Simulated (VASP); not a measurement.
Write the native input for VASP 6.6.1 that does the following.

```
Task                   : single point
Functional             : PBEsol
Potentials or basis    : VASP PAW PBE potentials, release 64 (H, Cl)
Cutoff                 : 520 eV
k mesh                 : 16 × 16 × 16
Occupations            : gaussian, width 0.15 eV
Spin                   : no spin polarisation
Dipole correction      : no
Further INCAR settings : ALGO = Normal; EDIFF = 1e-06; NBANDS = 11
```

The structure of HCl lies in POSCAR:

```
HCl
1.0
    0.0000000000      2.8743750000      2.6006250000
    2.8743750000      0.0000000000      2.6006250000
    2.8743750000      2.8743750000      0.0000000000
H Cl
1 1
Direct
    0.0000000000      0.0000000000      0.0000000000
    0.5000000000      0.5000000000      0.5000000000
```

This cell differs from its parent crystal: strain +0.050 along x and y, -0.050 along z.

The input as run:

INCAR

```
SYSTEM = HCl
PREC     = Accurate       ! precision mode
ENCUT    = 520            ! plane-wave cutoff, eV
EDIFF    = 1E-6           ! SCF threshold, eV
ISMEAR   = 0              ! smearing method
SIGMA    = 0.15           ! smearing width, eV
LREAL    = .False.        ! projectors in reciprocal space
LASPH    = .True.         ! aspherical terms in the spheres
NELM     = 80             ! most SCF steps
ALGO     = Normal         ! electronic algorithm
ISIF     = 2              ! what is computed and relaxed
LWAVE    = .False.        ! write WAVECAR
LCHARG   = .False.        ! write CHGCAR
GGA      = PS             ! functional
NBANDS   = 11             ! bands
```

KPOINTS

```
regular mesh
0
Gamma
  16 16 16
  0 0 0
```

Potentials or basis: VASP PAW PBE potentials, release 64 (H, Cl).

Command:

```sh
$ cat potpaw_PBE.64/H/POTCAR potpaw_PBE.64/Cl/POTCAR > POTCAR
$ mpirun -np 1 vasp_std > vasp.out
```

It gave:

```json
{
  "Pressure": "-10.0 GPa",
  "Band gap on the k mesh": "zero (band 4 reaches -2.52 eV, above the bottom of band 5 at -2.65 eV)"
}
```

Caveat: the cell differs from its parent crystal (strain +0.050 along x and y, -0.050 along z); the PAW data sets were made with another functional, which shifts forces and pressure a little.

It took 80 s on 1 thread of AMD EPYC 9R45 96-Core Processor (Zen 5), on a shared host, peak memory 0.25 GiB.
